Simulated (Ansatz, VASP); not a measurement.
## CdS: VASP beside Ansatz

```
CELL_PARAMETERS angstrom
4.26117 0.00000 0.00000
-2.13058 3.69028 0.00000
0.00000 0.00000 5.80417
ATOMIC_POSITIONS crystal
Cd 0.00000 0.00000 0.44269
S 0.66667 0.33333 0.43431
```

Alike in both runs: task relaxation of cell and atoms; functional PBE; dispersion D4; k mesh 7 × 7 × 5; occupations fermi-dirac, width 0.05 eV; no spin polarisation.

|  | VASP | Ansatz |
| --- | --- | --- |
| version | VASP 6.6.1 | Ansatz 0.2.0 |
| potentials or method | VASP PAW PBE potentials, release 64 (Cd, S) | Ansatz PAW |
| plane-wave cutoff (eV) | 600 | 420 |
| valence electrons in the cell | 18 | 26 |

Ansatz gave:

| Property | Result |
| --- | --- |
| gap on the k mesh at the Fermi level, each at its own relaxed structure (eV) | 0.93 |
| relaxed volume (Å³/atom) | 28.10 |
| relaxed length of the cell vector where the two differ most in proportion (Å) | 3.850 |

Problem. Which values does VASP return?

Solution. gap on the k mesh at the Fermi level, each at its own relaxed structure (eV): 0.91; relaxed volume (Å³/atom): 27.97; relaxed length of the cell vector where the two differ most in proportion (Å): 3.830.

VASP's potentials hold 18 valence electrons a cell and Ansatz's 26, so a difference there can come from the potentials and not from the codes.

Noted on VASP's run: the volume moved by over 15 % at a fixed basis, so the end points are rough. Noted on Ansatz's run: the volume moved by over 15 % at a fixed basis, so the end points are rough; odd divisions of the mesh miss points on the zone boundary, where band edges often lie, so the gap on the mesh can be too wide; the plane-wave basis is chosen anew once the cell has moved, so the energies of steps on either side of that aren't comparable.
